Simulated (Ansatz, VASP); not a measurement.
**NaH in VASP and in Ansatz**

```
CELL_PARAMETERS angstrom
3.02447 0.00000 0.00000
0.00000 3.02447 0.00000
0.00000 0.00000 2.96049
ATOMIC_POSITIONS crystal
Na 0.00000 0.00000 0.00000
H 0.50000 0.50000 0.50000
```

Change from the starting cell: epitaxial_xy strain +3.1%.

Alike in both runs: task single point; functional r2SCAN; k mesh 8 × 8 × 8; no spin polarisation.

|  | VASP | Ansatz |
| --- | --- | --- |
| version | VASP 6.6.1 | Ansatz 0.2.0 |
| potentials or method | VASP PAW PBE potentials, release 64 (Na_pv, H) | plane waves, PAW |
| plane-wave cutoff (eV) | 520 | 500 |
| occupations | gaussian, width 0.01 eV | fixed |
| valence electrons in the cell | 8 | 10 |

```csv
,VASP,Ansatz,Ansatz less VASP
gap on the k mesh at the Fermi level (eV),1.53,1.52,-0.011
pressure (GPa),-1.9,-1.6,+0.28
"traceless stress, the component that is largest in VASP (GPa)",1.53,1.57,+0.040
```

VASP's potentials were made for PBE, not for r2SCAN. VASP's potentials hold 8 valence electrons a cell and Ansatz's 10, so a difference there can come from the potentials and not from the codes.
